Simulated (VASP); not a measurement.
The system is MnS.

```xyz
2
Lattice="0.0000 2.6045 2.6045 2.6045 0.0000 2.6045 2.6045 2.6045 0.0000" Properties=species:S:1:pos:R:3 pbc="T T T"
Mn    0.0000    0.0000    0.0000
S     2.6045    2.6045    2.6045
```

- Program: VASP 6.6.1
- Task: relaxation of cell and atoms
- Functional: PBEsol
- Dispersion: D4
- Potentials or basis: VASP PAW PBE potentials, release 64 (Mn_pv, S)
- Cutoff: 600 eV
- k mesh: 9 × 9 × 9
- Occupations: fermi-dirac, width 0.05 eV
- Spin: collinear spin, ferromagnetic start
- Starting moments: [4.0, 0.0] μB

At the start: pressure -9.1 GPa; volume 17.67 Å³/atom.

**Question.** Where does the relaxation end?

**Answer.** Over 6 steps the energy falls by 109.5 meV/atom and the volume is 14.48 Å³/atom (-18.0 %); space group Fm-3m (No. 225, to 0.05 Å); moment 3.94 μB per cell.

The path:
```tsv
step	energy change (eV)	largest force (eV/Å)	pressure (GPa)	volume (Å³)
1	0.0000	0.0000	-9.11	35.33
2	-0.1973	0.0000	-4.02	30.44
3	-0.1696	0.0000	12.17	26.84
4	-0.2165	0.0000	-1.73	29.43
5	-0.2188	0.0000	0.52	28.82
6	-0.2190	0.0000	0.02	28.96
```

Final structure:
```
Mn S
1.0
     0.00000    2.43737    2.43737
     2.43737    0.00000    2.43737
     2.43737    2.43737    0.00000
Mn S
1 1
Direct
  0.00000 0.00000 0.00000
  0.50000 0.50000 0.50000
```

Caveat: the volume moved by over 15 % at a fixed basis, so the end points are rough; the PAW data sets were made with another functional, which shifts forces and pressure a little; the volume moved by -18 % from the deposited cell, more than functionals usually miss; a cell with one magnetic atom can't hold antiferromagnetic order, which such compounds often take; pairwise dispersion overbinds metals, which lowers pressure and volume.
